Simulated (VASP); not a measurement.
# Hg (I4/mmm) in VASP: further runs

Runs on Hg. Level: PBE+D3(BJ). Tasks: single point.

Everything below comes from runs of VASP 6.6.1. Logs are shortened: lines on timing, memory, paths and dates and some standing lists are left out, and cuts for length are marked.

### 1 The cell of the first run

Symmetry: I4/mmm, No. 139, tetragonal system. Conventional cell: a = 3.478 Å, b = 3.478 Å, c = 4.525 Å, α = 90.00°, β = 90.00°, γ = 90.00°. Hg (site symmetry 4/mmm) has 14 Hg at 3.34 to 4.53 Å within 4.6 Å.

### 2 Single point, PBE+D3(BJ)

INCAR reads:

```
SYSTEM = Hg
PREC = Accurate ; ENCUT = 520
EDIFF = 1E-6 ; ISMEAR = 0
SIGMA = 0.15 ; LREAL = .False.
LASPH = .True. ; NELM = 80
ALGO = Fast ; ISIF = 2
LWAVE = .False. ; LCHARG = .False.
GGA = PE ; IVDW = 12
NBANDS = 12
```

KPOINTS reads:

```
regular mesh
0
Gamma
  20 20 20
  0 0 0
```

POSCAR reads:

```
Hg
1.0
    0.0000000000      2.4593243472      2.2625783994
    2.4593243472      0.0000000000      2.2625783994
    2.4593243472      2.4593243472      0.0000000000
Hg
1
Direct
    0.0000000000      0.0000000000      0.0000000000
```

Potentials or basis: VASP PAW PBE potentials, release 64 (Hg).

Command:

```bash
$ cat potpaw_PBE.64/Hg/POTCAR > POTCAR
$ mpirun -np 1 vasp_std > vasp.out
```

OUTCAR:

```text
SYSTEM = Hg
   PREC = Accurate
   ENCUT = 520
   EDIFF = 1E-6
   ISMEAR = 0
   LREAL = .False.
   LASPH = .True.
   NELM = 80
   ISIF = 2
   GGA = PE
   IVDW = 12
 IVDW          = 12

 ion  position               nearest neighbor table
   1  0.000  0.000  0.000-

  LATTYP: Found a body centered tetragonal cell.
 ALAT       =     3.4780098461
 C/A-ratio  =     1.3010764774

  Lattice vectors:

 A1 = (   0.0000000000,  -2.4593243472,  -2.2625783994)
 A2 = (   0.0000000000,   2.4593243472,  -2.2625783994)
 A3 = (   2.4593243472,   0.0000000000,   2.2625783994)

Analysis of symmetry for initial positions (statically):
=====================================================================
 Subroutine PRICEL returns:
 Original cell was already a primitive cell.

 Routine SETGRP: Setting up the symmetry group for a
 body centered tetragonal supercell.

 Subroutine GETGRP returns: Found 16 space group operations
 (whereof 16 operations were pure point group operations)
 out of a pool of 16 trial point group operations.

The static configuration has the point symmetry D_4h.

Analysis of symmetry for dynamics (positions and initial velocities):
=====================================================================
 Subroutine PRICEL returns:
 Original cell was already a primitive cell.

 Routine SETGRP: Setting up the symmetry group for a
 body centered tetragonal supercell.

 Subroutine GETGRP returns: Found 16 space group operations
 (whereof 16 operations were pure point group operations)
 out of a pool of 16 trial point group operations.

The dynamic configuration has the point symmetry D_4h.

 Subroutine INISYM returns: Found 16 space group operations
 (whereof 16 operations are pure point group operations),
 and found     1 'primitive' translations

----------------------------------------------------------------------------------------

                                     Primitive cell

  volume of cell :      27.3694

  direct lattice vectors                    reciprocal lattice vectors
     0.000000000  2.459324347  2.262578399    -0.203307872  0.203307872  0.220986818
     2.459324347  0.000000000  2.262578399     0.203307872 -0.203307872  0.220986818
     2.459324347  2.459324347  0.000000000     0.203307872  0.203307872 -0.220986818

  length of vectors
     3.341786537  3.341786537  3.478009846     0.362633914  0.362633914  0.362633914

  position of ions in fractional coordinates (direct lattice)
     0.000000000  0.000000000  0.000000000

  ion indices of the primitive-cell ions
   primitive index   ion index
                 1           1

----------------------------------------------------------------------------------------

 KPOINTS: regular mesh

Automatic generation of k-mesh.
 Grid dimensions read from file:
 generate k-points for:   20   20   20

 Generating k-lattice:

  Cartesian coordinates                     Fractional coordinates (reciprocal lattice)
    -0.010165394  0.010165394  0.011049341     0.050000000 -0.000000000  0.000000000
     0.010165394 -0.010165394  0.011049341    -0.000000000  0.050000000  0.000000000
     0.010165394  0.010165394 -0.011049341     0.000000000  0.000000000  0.050000000

  Length of vectors
     0.018131696  0.018131696  0.018131696

  Shift w.r.t. Gamma in fractional coordinates (k-lattice)
     0.000000000  0.000000000  0.000000000

 Subroutine IBZKPT returns following result:
 ===========================================

 Found    641 irreducible k-points:

 Following reciprocal coordinates:
            Coordinates               Weight
  0.000000  0.000000  0.000000      1.000000
  0.050000  0.000000  0.000000      8.000000
  0.100000  0.000000  0.000000      8.000000
  0.150000  0.000000  0.000000      8.000000
  0.200000  0.000000  0.000000      8.000000
  0.250000 -0.000000  0.000000      8.000000
[... 16 lines left out ...]
 -0.400000  0.050000  0.000000      8.000000
 -0.350000  0.050000  0.000000      8.000000
 [... further k-points ...]
   k-points           NKPTS =    641   k-points in BZ     NKDIM =    641   number of bands    NBANDS=     12
   number of dos      NEDOS =    301   number of ions     NIONS =      1
   total plane-waves  NPLWV =  21952
   dimension x,y,z NGX =    28 NGY =   28 NGZ =   28
   dimension x,y,z NGXF=    56 NGYF=   56 NGZF=   56
   ions per type =               1
   NGX,Y,Z   is equivalent  to a cutoff of  13.93, 13.93, 13.38 a.u.
   NGXF,Y,Z  is equivalent  to a cutoff of  27.86, 27.86, 26.77 a.u.
 SYSTEM =  Hg
   PREC   = accura    normal or accurate (medium, high low for compatibility)
   ISTART =      0    job   : 0-new  1-cont  2-samecut
   ICHARG =      2    charge: 1-file 2-atom 10-const
   ISPIN  =      1    spin polarized calculation?
   LNONCOLLINEAR =      F non collinear calculations
   LSORBIT =      F    spin-orbit coupling
   LASPH  =      T    aspherical Exc in radial PAW
   ENCUT  =  520.0 eV  38.22 Ry    6.18 a.u.   6.21  6.21  6.47*2*pi/ulx,y,z
   NELM   =     80;   NELMIN=  2; NELMDL= -5     # of ELM steps
   EDIFF  = 0.1E-05   stopping-criterion for ELM
   LREAL  =      F    real-space projection
   EDIFFG = 0.1E-04   stopping-criterion for IOM
   NSW    =      0    number of steps for IOM
   IBRION =     -1    ionic relax: 0-MD 1-quasi-New 2-CG
   NFREE  =      0    steps in history (QN), initial steepest desc. (CG)
   ISIF   =      2    stress and relaxation
   ISYM   =      2    0-nonsym 1-usesym 2-fastsym
   POTIM  = 0.5000    time-step for ionic-motion
   TEBEG  =    0.0;   TEEND  =   0.0 temperature during run
   PSTRESS=    0.0 pullay stress
   NELECT =      12.0000    total number of electrons
   NUPDOWN=      -1.0000    fix difference up-down
   EMIN   =  10.00;   EMAX   =-10.00  energy-range for DOS
   EFERMI =   0.00;   METHOD = LEGACY
   ISMEAR =     0;   SIGMA  =   0.15  broadening in eV -4-tet -1-fermi 0-gaus
   EFERMI_NEDOS =   21; number of points for ismear=-14 and -15
   IALGO  =     68    algorithm
   IMIX   =      4    mixing-type and parameters
     AMIX     =   0.40;   BMIX     =  1.00
     AMIX_MAG =   1.60;   BMIX_MAG =  1.00
  volume/ion in A,a.u.               =      27.37       184.70
  Fermi-wavevector in a.u.,A,eV,Ry     =   1.243694  2.350241 21.045144  1.546774
  Thomas-Fermi vector in A             =   2.377993
   LORBIT       =      0    0 simple, 1 ext, 2 COOP (PROOUT), +10 PAW based schemes
   GGA     = PE    functional components
   LHFCALC =     F    Hartree Fock is set to
   AEXX    =    0.0000 exact exchange contribution
   IVDW    =    12    specifies the selected vdW correction
   LEPSILON=     F    determine dielectric tensor
   LRPA    =     F    only Hartree local field effects (RPA)
 non-spin polarized calculation
 RMM-DIIS sequential band-by-band and
 Gauss-broadening in eV      SIGMA  =   0.15
  energy-cutoff  :      520.00
  volume of cell :       27.37
 maximum number of plane-waves:       759
 NGX is ok and might be reduce to    28

 number of electron      11.9999999 magnetization

 Free energy of the ion-electron system (eV)
  ---------------------------------------------------
  ext. energy  EPLUGINS =         0.00000000
  ---------------------------------------------------
  free energy    TOTEN  =        -0.16413332 eV

  energy without entropy =       -0.16193172  energy(sigma->0) =       -0.16303252

 E-fermi :   1.4509     XC(G=0): -10.0507

 val. band max:        1.4247602408   @ k =  -0.2000   0.5000   0.3000
 cond. band min:       1.4877305363   @ k =  -0.4500   0.1500   0.0000
 fundamental gap:      0.0629702955
 Fermi energy:         1.4508616716

 k-point     1 :       0.0000    0.0000    0.0000
  band No.  band energies     occupation
      1      -6.2489      2.00000
      2      -4.9933      2.00000
      3      -4.9933      2.00000
      4      -4.7420      2.00000
      5      -4.5826      2.00000
      6      -4.3391      2.00000
      7      14.9922      0.00000
      8      15.0372      0.00000
      9      15.1961      0.00000
     10      15.1961      0.00000
     11      19.0777      0.00000
     12      19.7173      0.00000

 k-point     2 :       0.0500    0.0000    0.0000
  band No.  band energies     occupation
      1      -6.1922      2.00000
      2      -4.9907      2.00000
      3      -4.9820      2.00000
      4      -4.7396      2.00000
      5      -4.5824      2.00000
      6      -4.3442      2.00000
      7      14.3547      0.00000
      8      14.9829      0.00000
      9      15.1051      0.00000
     10      15.1231      0.00000
     11      19.1553      0.00000
     12      19.8533      0.00000

 k-point     3 :       0.1000    0.0000    0.0000
  band No.  band energies     occupation
      1      -6.0284      2.00000
      2      -4.9802      2.00000
      3      -4.9533      2.00000
      4      -4.7302      2.00000
      5      -4.5774      2.00000
      6      -4.3574      2.00000
      7      12.8117      0.00000
      8      14.8583      0.00000
      9      14.9107      0.00000
     10      15.1622      0.00000
     11      18.7526      0.00000
     12      19.4327      0.00000

 k-point     4 :       0.1500    0.0000    0.0000
  band No.  band energies     occupation
      1      -5.7871      2.00000
      2      -4.9389      2.00000
      3      -4.9234      2.00000
      4      -4.7121      2.00000
      5      -4.5531      2.00000
      6      -4.3703      2.00000
      7      11.0796      0.00000
      8      14.5773      0.00000
      9      14.6373      0.00000
     10      15.2635      0.00000
     11      18.2271      0.00000
     12      18.9626      0.00000

 k-point     5 :       0.2000    0.0000    0.0000
  band No.  band energies     occupation
      1      -5.5633      2.00000
      2      -4.9122      2.00000
      3      -4.7807      2.00000
      4      -4.6864      2.00000
      5      -4.4931      2.00000
      6      -4.3691      2.00000
      7       9.3293      0.00000
      8      14.1528      0.00000
      9      14.3512      0.00000
     10      15.3507      0.00000
     11      17.7780      0.00000
     12      18.5340      0.00000
[... 228 lines left out ...]
      1      -5.5666      2.00000
      2      -5.0107      2.00000
      3      -4.8044      2.00000
      4      -4.1602      2.00000
      5      -3.9883      2.00000
      6      -0.2658      2.00000
      7       0.8707      2.00000
      8      11.9570      0.00000
      9      12.7762      0.00000
     10      14.6765      0.00000
     11      17.2972      0.00000
     12      17.7708      0.00000

 k-point    22 :      -0.4500    0.0500    0.0000
  band No.  band energies     occupation
      1      -5.5621      2.00000
      2      -5.0092      2.00000
      3      -4.8021      2.00000
      4      -4.1469      2.00000
      5      -4.0152      2.00000
      6      -0.6988      2.00000
      7       1.3551      1.63317
      8      12.1308      0.00000
      9      12.7802      0.00000
     10      14.4747      0.00000
     11      17.2005      0.00000
     12      17.6857      0.00000

 k-point    23 :      -0.4000    0.0500    0.0000
  band No.  band energies     occupation
      1      -5.5392      2.00000
      2      -4.9957      2.00000
      3      -4.7876      2.00000
      4      -4.1633      2.00000
      5      -4.0835      2.00000
      6      -1.7115      2.00000
      7       2.6413      0.00000
      8      12.4513      0.00000
      9      12.8568      0.00000
     10      14.3896      0.00000
     11      17.1200      0.00000
     12      17.6400      0.00000

 k-point    24 :      -0.3500    0.0500    0.0000
  band No.  band energies     occupation
      1      -5.5026      2.00000
      2      -4.9718      2.00000
      3      -4.7635      2.00000
      4      -4.2077      2.00000
      5      -4.1840      2.00000
      6      -2.6455      2.00000
      7       4.0730      0.00000
      8      12.9036      0.00000
      9      12.9886      0.00000
     10      14.4301      0.00000
     11      17.0510      0.00000
     12      17.6335      0.00000

 [... further k-points ...]

------------------------ aborting loop because EDIFF is reached ----------------------------------------

 Edisp (eV)   -0.38290

 E8    (eV) :    -0.1739

  FORCE on cell =-STRESS in cart. coord.  units (eV):
  Direction    XX          YY          ZZ          XY          YZ          ZX
  --------------------------------------------------------------------------------------
  -------------------------------------------------------------------------------------
  Total      -0.13010    -0.13010    -0.28506     0.00000     0.00000     0.00000
  in kB      -7.61622    -7.61622   -16.68742     0.00000     0.00000     0.00000
  external pressure =      -10.64 kB  Pullay stress =        0.00 kB

 VOLUME and BASIS-vectors are now :
 -----------------------------------------------------------------------------
  energy-cutoff  :      520.00
  volume of cell :       27.37
      direct lattice vectors                 reciprocal lattice vectors
     0.000000000  2.459324347  2.262578399    -0.203307872  0.203307872  0.220986818
     2.459324347  0.000000000  2.262578399     0.203307872 -0.203307872  0.220986818
     2.459324347  2.459324347  0.000000000     0.203307872  0.203307872 -0.220986818

 POSITION                                       TOTAL-FORCE (eV/Angst)
 -----------------------------------------------------------------------------------
      0.00000      0.00000      0.00000         0.000000      0.000000      0.000000
 -----------------------------------------------------------------------------------
    total drift:                               -0.000000     -0.000000     -0.000000

  FREE ENERGIE OF THE ION-ELECTRON SYSTEM (eV)
  ---------------------------------------------------
  free  energy   TOTEN  =        -0.5470341662 eV

  energy  without entropy=       -0.5448325633  energy(sigma->0) =       -0.54593336
```

It took 1.9 min on 1 thread of Intel Xeon 6975P-C (Granite Rapids), shared host; peak memory 0.33 GiB.

Results:

```yaml
Free_energy: -0.5470 eV
Pressure: -1.1 GPa
Band_gap_on_the_k_mesh: zero (bands 6 and 7 overlap by 1.68 eV)
Dispersion_energy_per_atom: -0.383 eV
```

Levels at points of the mesh, in eV from the Fermi level:
| k point | band 4 | band 5 | band 6 | band 7 | band 8 | band 9 |
| --- | --- | --- | --- | --- | --- | --- |
| (0.00, 0.00, 0.00) | -6.19 | -6.03 | -5.79 | 13.54 | 13.59 | 13.75 |
| (0.50, 0.00, 0.00) | -5.57 | -5.44 | -1.65 | -0.76 | 10.71 | 11.51 |
| (0.50, 0.50, 0.00) | -5.38 | -5.38 | 0.91 | 1.09 | 6.04 | 6.04 |
| (0.50, 0.00, 0.50) | -5.50 | -5.32 | -0.28 | 0.16 | 7.05 | 7.39 |

Caveat: spin-orbit coupling is left out, which moves the levels of the heavy elements.

### 3 Single point, PBE+D3(BJ)

This run uses another cell than the first one, of the same volume but with other edges.

INCAR reads:

```
SYSTEM = Hg
PREC = Accurate
ENCUT = 520
EDIFF = 1E-7
ISMEAR = 0
SIGMA = 0.15
LREAL = .False.
LASPH = .True.
NELM = 100
ALGO = Fast
ISIF = 2
LWAVE = .False.
LCHARG = .False.
GGA = PE
IVDW = 12
NBANDS = 12
```

KPOINTS is that of step 2.

POSCAR reads:

```
Hg
1.0
    0.0000000000      2.3171146516      2.5488261168
    2.3171146516      0.0000000000      2.5488261168
    2.3171146516      2.3171146516      0.0000000000
Hg
1
Direct
    0.0000000000      0.0000000000      0.0000000000
```

Potentials or basis: VASP PAW PBE potentials, release 64 (Hg).

Command:

```bash
$ cat potpaw_PBE.64/Hg/POTCAR > POTCAR
$ mpirun -np 1 vasp_std > vasp.out
```

Run time: 98 s. Hardware: 1 thread of Intel Xeon 6975P-C (Granite Rapids), shared host; peak memory 0.32 GiB.

The run converged. Its results:

- Free energy: -0.5467 eV
- Pressure: -1.3 GPa
- Band gap on the k mesh: zero (bands 6 and 7 overlap by 1.37 eV)
- Dispersion energy per atom: -0.383 eV

Stress tensor (GPa, compression positive):
```
-1.54  0.00  0.00
 0.00 -1.54  0.00
 0.00  0.00 -0.92
```

Levels at points of the mesh, in eV from the Fermi level:
```csv
k point,band 4,band 5,band 6,band 7,band 8,band 9
"(0.00, 0.00, 0.00)",-6.32,-6.14,-5.83,13.49,13.56,13.56
"(0.50, 0.00, 0.00)",-5.64,-5.52,-1.71,-0.83,10.09,12.41
"(0.50, 0.50, 0.00)",-5.50,-5.50,-0.89,-0.23,7.63,7.63
"(0.50, 0.00, 0.50)",-5.60,-5.33,0.54,0.73,6.13,6.57
```

Caveat: spin-orbit coupling is left out, which moves the levels of the heavy elements.

### 4 Single point, PBE+D3(BJ)

This run uses another cell than the first one, of the same volume but with other edges.

INCAR reads:

```
PREC     = Accurate       # precision mode
ENCUT    = 520            # plane-wave cutoff, eV
EDIFF    = 1E-7           # SCF threshold, eV
ISMEAR   = 0              # smearing method
SIGMA    = 0.15           # smearing width, eV
LREAL    = False          # projectors in reciprocal space
LASPH    = True           # aspherical terms in the spheres
NELM     = 80             # most SCF steps
ALGO     = Fast           # electronic algorithm
ISIF     = 2              # what is computed and relaxed
LWAVE    = False          # write WAVECAR
LCHARG   = False          # write CHGCAR
GGA      = PE             # functional
IVDW     = 12             # dispersion correction
NBANDS   = 12             # bands
```

KPOINTS reads:

```
regular mesh
0
Gamma
  20 20 20
```

POSCAR reads:

```
Hg
1.0
    0.0000000000      2.7612599862      1.7948189911
    2.7612599862      0.0000000000      1.7948189911
    2.7612599862      2.7612599862      0.0000000000
Hg
1
Direct
    0.0000000000      0.0000000000      0.0000000000
```

Command:

```bash
$ cat potpaw_PBE.64/Hg/POTCAR > POTCAR
$ mpirun -np 1 vasp_std > vasp.out
```

Wall time 71 s (1 thread of Intel Xeon 6975P-C (Granite Rapids), shared host); peak memory 0.32 GiB.

It converged, with:

```
Free energy                : -0.5577 eV
Pressure                   : -1.2 GPa
Band gap on the k mesh     : zero (bands 6 and 7 overlap by 3.00 eV)
Dispersion energy per atom : -0.383 eV
```

Stress tensor (GPa, compression positive):
```
-1.33  0.00  0.00
 0.00 -1.33  0.00
 0.00  0.00 -0.93
```

Levels at points of the mesh, in eV from the Fermi level:
| k point | band 2 | band 3 | band 4 | band 5 | band 6 | band 7 | band 8 | band 9 | band 10 | band 11 |
| --- | --- | --- | --- | --- | --- | --- | --- | --- | --- | --- |
| (0.00, 0.00, 0.00) | -6.72 | -6.53 | -6.53 | -6.06 | -5.86 | 13.43 | 13.43 | 15.17 | 15.17 | 15.17 |
| (0.50, 0.00, 0.00) | -7.00 | -6.00 | -5.79 | -5.45 | -1.30 | -0.61 | 8.36 | 9.28 | 12.88 | 14.01 |
| (0.50, 0.50, 0.00) | -7.10 | -5.59 | -5.59 | -5.53 | 2.09 | 3.29 | 3.29 | 5.10 | 8.91 | 10.24 |
| (0.50, 0.00, 0.50) | -6.79 | -6.14 | -5.97 | -5.48 | -1.83 | -0.91 | 9.70 | 10.75 | 14.56 | 15.22 |

Caveat: spin-orbit coupling is left out, which moves the levels of the heavy elements.

### 5 Summary

| cell | further INCAR settings | gap on the mesh (eV) | pressure (GPa) |
| --- | --- | --- | --- |
| a = 3.342, b = 3.342, c = 3.478 Å, angles 58.6, 58.6, 62.7°, 1 atom | ALGO = Fast; EDIFF = 1e-06; NBANDS = 12 | none | -1.1 |
| a = 3.445, b = 3.445, c = 3.277 Å, angles 61.6, 61.6, 56.8°, 1 atom | ALGO = Fast; EDIFF = 1e-07; NBANDS = 12 | none | -1.3 |
| a = 3.293, b = 3.293, c = 3.905 Å, angles 53.6, 53.6, 72.7°, 1 atom | ALGO = Fast; EDIFF = 1e-07; NBANDS = 12 | none | -1.2 |

Alike in all rows: task single point; level PBE+D3(BJ); potentials or basis VASP PAW PBE potentials, release 64 (Hg); no spin polarisation; k mesh 20 × 20 × 20; cutoff (eV) 520; smearing gaussian 0.15 eV.

Caveats: spin-orbit coupling is left out, which moves the levels of the heavy elements.

Absolute energies hang on the potentials; compare differences alone.

The gap in the log of VASP goes by the Fermi energy; the results here count the filled bands.